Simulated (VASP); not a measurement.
# Bi (I4_1/amd) in VASP: relaxation of cell and atoms with PBEsol

Aim: the relaxation of cell and atoms of Bi with PBEsol.

Everything below comes from runs of VASP 6.6.1. Logs are shortened: lines on timing, memory, paths and dates and some standing lists are left out, and cuts for length are marked.

## Step 1: The cell of the first run

Symmetry: I4_1/amd, No. 141, tetragonal system. The conventional cell has a = 4.558 Å, b = 4.558 Å, c = 2.507 Å, α = 90.00°, β = 90.00°, γ = 90.00°. Within 3.1 Å of Bi (site symmetry -4m2) lie 10 Bi at 2.36 to 2.95 Å.

## Step 2: Relaxation of cell and atoms, PBEsol, target pressure 360 GPa, at which the enthalpy is minimised

The input, INCAR:

```
PREC     = Accurate       # precision mode
ENCUT    = 600            # plane-wave cutoff, eV
EDIFF    = 1E-7           # SCF threshold, eV
ISMEAR   = -1             # smearing method
SIGMA    = 0.08           # smearing width, eV
LREAL    = False          # projectors in reciprocal space
LASPH    = True           # aspherical terms in the spheres
NELM     = 100            # most SCF steps
ALGO     = Normal         # electronic algorithm
ISIF     = 3              # what is computed and relaxed
LWAVE    = False          # write WAVECAR
LCHARG   = False          # write CHGCAR
GGA      = PS             # functional
IBRION   = 2              # ionic algorithm
NSW      = 60             # ionic steps
EDIFFG   = -0.005         # ionic threshold
PSTRESS  = 3600.0
```

The input, KPOINTS:

```
Automatic mesh
0
Gamma
  17 17 17
```

The input, POSCAR:

```
Bi
1.0
   -2.2787872140      2.2787872140      1.2533329677
    2.2787872140     -2.2787872140      1.2533329677
    2.2787872140      2.2787872140     -1.2533329677
Bi
2
Direct
   -0.3750000000     -0.1250000000     -0.2500000000
    0.3750000000      0.1250000000      0.2500000000
```

Potentials or basis: VASP PAW PBE potentials, release 64 (Bi_d).

Run with:

```console
> cat potpaw_PBE.64/Bi_d/POTCAR > POTCAR
> mpirun -np 1 vasp_std > vasp.out
```

OUTCAR:

```text
PREC = Accurate
   ENCUT = 600
   EDIFF = 1E-7
   ISMEAR = -1
   LREAL = False
   LASPH = True
   NELM = 100
   ISIF = 3
   GGA = PS
   IBRION = 2
   NSW = 60
   EDIFFG = -0.005
   PSTRESS = 3600.0

 ion  position               nearest neighbor table
   1  0.625  0.875  0.750-   2 2.36   2 2.36   2 2.36   2 2.36   2 2.95   2 2.95   2 2.95   2 2.95
                             2 3.87   2 3.87
   2  0.375  0.125  0.250-   1 2.36   1 2.36   1 2.36   1 2.36   1 2.95   1 2.95   1 2.95   1 2.95
                             1 3.87   1 3.87

  LATTYP: Found a body centered tetragonal cell.
 ALAT       =     4.5575744280
 C/A-ratio  =     0.5500000000

  Lattice vectors:

 A1 = (  -2.2787872140,   2.2787872140,   1.2533329677)
 A2 = (   2.2787872140,  -2.2787872140,   1.2533329677)
 A3 = (   2.2787872140,   2.2787872140,  -1.2533329677)

Analysis of symmetry for initial positions (statically):
=====================================================================
 Subroutine PRICEL returns:
 Original cell was already a primitive cell.

 Routine SETGRP: Setting up the symmetry group for a
 body centered tetragonal supercell.

 Subroutine GETGRP returns: Found 16 space group operations
 (whereof  4 operations were pure point group operations)
 out of a pool of 16 trial point group operations.

The static configuration has the point symmetry C_2h.
 The point group associated with its full space group is D_4h.

Analysis of symmetry for dynamics (positions and initial velocities):
=====================================================================
 Subroutine PRICEL returns:
 Original cell was already a primitive cell.

 Routine SETGRP: Setting up the symmetry group for a
 body centered tetragonal supercell.

 Subroutine GETGRP returns: Found 16 space group operations
 (whereof  4 operations were pure point group operations)
 out of a pool of 16 trial point group operations.

The dynamic configuration has the point symmetry C_2h.
 The point group associated with its full space group is D_4h.

 Subroutine INISYM returns: Found 16 space group operations
 (whereof  4 operations are pure point group operations),
 and found     1 'primitive' translations

----------------------------------------------------------------------------------------

                                     Primitive cell

  volume of cell :      26.0336

  direct lattice vectors                    reciprocal lattice vectors
    -2.278787214  2.278787214  1.253332968     0.000000000  0.219414958  0.398936287
     2.278787214 -2.278787214  1.253332968     0.219414958  0.000000000  0.398936287
     2.278787214  2.278787214 -1.253332968     0.219414958  0.219414958  0.000000000

  length of vectors
     3.457829646  3.457829646  3.457829646     0.455294503  0.455294503  0.310299609

  position of ions in fractional coordinates (direct lattice)
     0.625000000  0.875000000  0.750000000
     0.375000000  0.125000000  0.250000000

  ion indices of the primitive-cell ions
   primitive index   ion index
                 1           1
                 2           2

----------------------------------------------------------------------------------------

 KPOINTS: Automatic mesh

Automatic generation of k-mesh.
 Grid dimensions read from file:
 generate k-points for:   17   17   17

 Generating k-lattice:

  Cartesian coordinates                     Fractional coordinates (reciprocal lattice)
     0.000000000  0.012906762  0.023466840     0.058823529  0.000000000  0.000000000
     0.012906762  0.000000000  0.023466840     0.000000000  0.058823529  0.000000000
     0.012906762  0.012906762  0.000000000     0.000000000  0.000000000  0.058823529

  Length of vectors
     0.026782030  0.026782030  0.018252918

  Shift w.r.t. Gamma in fractional coordinates (k-lattice)
     0.000000000  0.000000000  0.000000000

 Subroutine IBZKPT returns following result:
 ===========================================

 Found    405 irreducible k-points:

 Following reciprocal coordinates:
            Coordinates               Weight
  0.000000  0.000000  0.000000      1.000000
  0.058824  0.000000  0.000000      8.000000
  0.117647  0.000000  0.000000      8.000000
  0.176471 -0.000000  0.000000      8.000000
  0.235294  0.000000  0.000000      8.000000
  0.294118  0.000000  0.000000      8.000000
[... 16 lines left out ...]
 -0.176471  0.058824 -0.000000     16.000000
 -0.117647  0.058824 -0.000000     16.000000
 [... further k-points ...]
   k-points           NKPTS =    405   k-points in BZ     NKDIM =    405   number of bands    NBANDS=     19
   number of dos      NEDOS =    301   number of ions     NIONS =      2
   total plane-waves  NPLWV =  21952
   dimension x,y,z NGX =    28 NGY =   28 NGZ =   28
   dimension x,y,z NGXF=    56 NGYF=   56 NGZF=   56
   ions per type =               2
   NGX,Y,Z   is equivalent  to a cutoff of  13.46, 13.46, 13.46 a.u.
   NGXF,Y,Z  is equivalent  to a cutoff of  26.92, 26.92, 26.92 a.u.
 SYSTEM =  unknown system
   PREC   = accura    normal or accurate (medium, high low for compatibility)
   ISTART =      0    job   : 0-new  1-cont  2-samecut
   ICHARG =      2    charge: 1-file 2-atom 10-const
   ISPIN  =      1    spin polarized calculation?
   LNONCOLLINEAR =      F non collinear calculations
   LSORBIT =      F    spin-orbit coupling
   LASPH  =      T    aspherical Exc in radial PAW
   ENCUT  =  600.0 eV  44.10 Ry    6.64 a.u.   6.91  6.91  6.91*2*pi/ulx,y,z
   NELM   =    100;   NELMIN=  2; NELMDL= -5     # of ELM steps
   EDIFF  = 0.1E-06   stopping-criterion for ELM
   LREAL  =      F    real-space projection
   EDIFFG = -.5E-02   stopping-criterion for IOM
   NSW    =     60    number of steps for IOM
   IBRION =      2    ionic relax: 0-MD 1-quasi-New 2-CG
   NFREE  =      1    steps in history (QN), initial steepest desc. (CG)
   ISIF   =      3    stress and relaxation
   ISYM   =      2    0-nonsym 1-usesym 2-fastsym
   POTIM  = 0.5000    time-step for ionic-motion
   TEBEG  =    0.0;   TEEND  =   0.0 temperature during run
   PSTRESS= 3600.0 pullay stress
   NELECT =      30.0000    total number of electrons
   NUPDOWN=      -1.0000    fix difference up-down
   EMIN   =  10.00;   EMAX   =-10.00  energy-range for DOS
   EFERMI =   0.00;   METHOD = LEGACY
   ISMEAR =    -1;   SIGMA  =   0.08  broadening in eV -4-tet -1-fermi 0-gaus
   EFERMI_NEDOS =   21; number of points for ismear=-14 and -15
   IALGO  =     38    algorithm
   IMIX   =      4    mixing-type and parameters
     AMIX     =   0.40;   BMIX     =  1.00
     AMIX_MAG =   1.60;   BMIX_MAG =  1.00
  volume/ion in A,a.u.               =      13.02        87.84
  Fermi-wavevector in a.u.,A,eV,Ry     =   1.716342  3.243417 40.080464  2.945831
  Thomas-Fermi vector in A             =   2.793546
   LORBIT       =      0    0 simple, 1 ext, 2 COOP (PROOUT), +10 PAW based schemes
   GGA     = PS    functional components
   LHFCALC =     F    Hartree Fock is set to
   AEXX    =    0.0000 exact exchange contribution
   IVDW    =     0    specifies the selected vdW correction
   LEPSILON=     F    determine dielectric tensor
   LRPA    =     F    only Hartree local field effects (RPA)
 conjugate gradient relaxation of ions
 non-spin polarized calculation
  energy-cutoff  :      600.00
  volume of cell :       26.03
 maximum number of plane-waves:       882
   NGX = 13   NGY = 13   NGZ = 13

--------------------------------------- Ionic step        1  -------------------------------------------

 number of electron      29.9999992 magnetization

 Free energy of the ion-electron system (eV)
  ---------------------------------------------------
  ext. energy  EPLUGINS =         0.00000000
  ---------------------------------------------------
  free energy    TOTEN  =        13.01540764 eV

  energy without entropy =       13.03573198  energy(sigma->0) =       13.02556981

------------------------ aborting loop because EDIFF is reached ----------------------------------------

  FORCE on cell =-STRESS in cart. coord.  units (eV):
  Direction    XX          YY          ZZ          XY          YZ          ZX
  --------------------------------------------------------------------------------------
  -------------------------------------------------------------------------------------
  Total       69.3460104     69.3460104     63.7884055      0.0000000      0.0000000      0.0000000
  in kB     4267.7410448   4267.7410448   3925.7110101      0.0000000      0.0000000      0.0000000
  external PRESSURE =     553.7310333 kB  Pullay stress =    3600.0000000 kB
[... 93 lines left out ...]
  FREE ENERGIE OF THE ION-ELECTRON SYSTEM (eV)
  ---------------------------------------------------
  free  energy   TOTEN  =         8.9415368100 eV

  energy  without entropy=        8.9596774688  energy(sigma->0) =        8.95060714

  enthalpy is  TOTEN    =        71.3391847024 eV   P V=       62.3976478924

[... ionic steps 4 to 9 ...]

--------------------------------------- Ionic step       10  -------------------------------------------

 number of electron      30.0000004 magnetization

------------------------ aborting loop because EDIFF is reached ----------------------------------------

  FORCE on cell =-STRESS in cart. coord.  units (eV):
  Direction    XX          YY          ZZ          XY          YZ          ZX
  --------------------------------------------------------------------------------------
  -------------------------------------------------------------------------------------
  Total       60.2286049     60.2286049     60.4207528     -0.0000000      0.0000000      0.0000000
  in kB     3536.5181190   3536.5181190   3547.8007057     -0.0000000      0.0000000      0.0000000
  external PRESSURE =     -59.7210188 kB  Pullay stress =    3600.0000000 kB
[... 61 lines left out ...]
  enthalpy is  TOTEN    =        71.2711710403 eV   P V=       61.0100303459

--------------------------------------- Ionic step       12  -------------------------------------------

 number of electron      30.0000003 magnetization

 Free energy of the ion-electron system (eV)
  ---------------------------------------------------
  ext. energy  EPLUGINS =         0.00000000
  ---------------------------------------------------
  free energy    TOTEN  =        10.26049590 eV

  energy without entropy =       10.27807503  energy(sigma->0) =       10.26928546

 E-fermi :  24.5410     XC(G=0): -15.0016

 val. band max:       24.5336451962   @ k =  -0.0588  -0.3529   0.0588
 cond. band min:      24.5456032473   @ k =  -0.1176  -0.3529   0.0588
 fundamental gap:      0.0119580511
 Fermi energy:        24.5409790774

 k-point     1 :       0.0000    0.0000    0.0000
  band No.  band energies     occupation
      1      -4.0176      2.00000
      2      -3.4020      2.00000
      3      -3.2946      2.00000
      4      -3.2274      2.00000
      5      -1.2469      2.00000
      6      -1.2469      2.00000
[... 11 lines left out ...]
     18      34.1713      0.00000
     19      34.3181      0.00000
[... 489 lines left out ...]
      3      -3.2440      2.00000
      4      -3.1516      2.00000
      5      -1.3621      2.00000
      6      -1.3295      2.00000
[... 11 lines left out ...]
     18      31.5263      0.00000
     19      32.2372      0.00000

 [... further k-points ...]

------------------------ aborting loop because EDIFF is reached ----------------------------------------

  FORCE on cell =-STRESS in cart. coord.  units (eV):
  Direction    XX          YY          ZZ          XY          YZ          ZX
  --------------------------------------------------------------------------------------
  -------------------------------------------------------------------------------------
  Total       61.0089807     61.0089807     61.0186032      0.0000000     -0.0000000      0.0000000
  in kB     3599.9000195   3599.9000195   3600.4678083      0.0000000     -0.0000000      0.0000000
  external PRESSURE =       0.0892824 kB  Pullay stress =    3600.0000000 kB
[... 17 lines left out ...]
  FREE ENERGIE OF THE ION-ELECTRON SYSTEM (eV)
  ---------------------------------------------------
  free  energy   TOTEN  =        10.2604958990 eV

  energy  without entropy=       10.2780750297  energy(sigma->0) =       10.26928546

  enthalpy is  TOTEN    =        71.2711709814 eV   P V=       61.0106750824

 reached required accuracy - stopping structural energy minimisation
```

Run time: 48 min. Hardware: 1 thread of AMD EPYC 7R13, shared host; peak memory 0.31 GiB.

Results:

* Free energy: 10.2605 eV
* Relaxed volume: 13.58 Å³/atom
* Relaxed cell: a = 3.527 Å, b = 3.527 Å, c = 3.527 Å, α = 97.18°, β = 97.18°, γ = 138.59°
* Space group after relaxing (to 0.1 Å): I4_1/amd (No. 141)
* Energy change on relaxing (the run minimises the enthalpy): -1377.5 meV/atom
* Ionic steps: 12
* Pressure after relaxing: 360.0 GPa
* Band gap on the k mesh: zero (bands 15 and 16 overlap by 8.70 eV)

The path:
```tsv
step	energy change (eV)	largest force (eV/Å)	pressure (GPa)	volume (Å³)
1	0.0000	0.0000	415.37	26.03
2	-19.8201	0.0000	39.86	46.73
3	-4.0739	0.0000	333.10	27.77
4	-2.9136	0.0000	356.28	27.23
5	-2.8589	0.0000	357.36	27.21
6	-1.8682	0.0000	376.29	26.89
7	-2.7347	0.0000	360.37	27.14
8	-2.7253	0.0000	360.58	27.14
9	-2.7220	0.0000	360.66	27.14
10	-3.0514	0.0000	354.03	27.29
11	-2.7543	0.0000	360.02	27.15
12	-2.7549	0.0000	360.01	27.15
```

Final structure:
```xyz
2
Lattice="-2.3331 2.3331 1.2471 2.3331 -2.3331 1.2471 2.3331 2.3331 -1.2471" Properties=species:S:1:pos:R:3 pbc="T T T"
Bi    2.3331    1.1665    0.9353
Bi    0.0000    1.1665    0.3118
```

Levels at points of the mesh, in eV from the Fermi level:
```csv
k point,band 13,band 14,band 15,band 16,band 17,band 18
"(0.00, 0.00, 0.00)",-8.71,-7.36,0.24,4.70,4.70,9.63
```

Caveat: the cell is relaxed towards a set pressure, so the run minimises the enthalpy, not the energy; the PAW data sets were made with another functional, which shifts forces and pressure a little; spin-orbit coupling is left out, which moves the levels of the heavy elements.
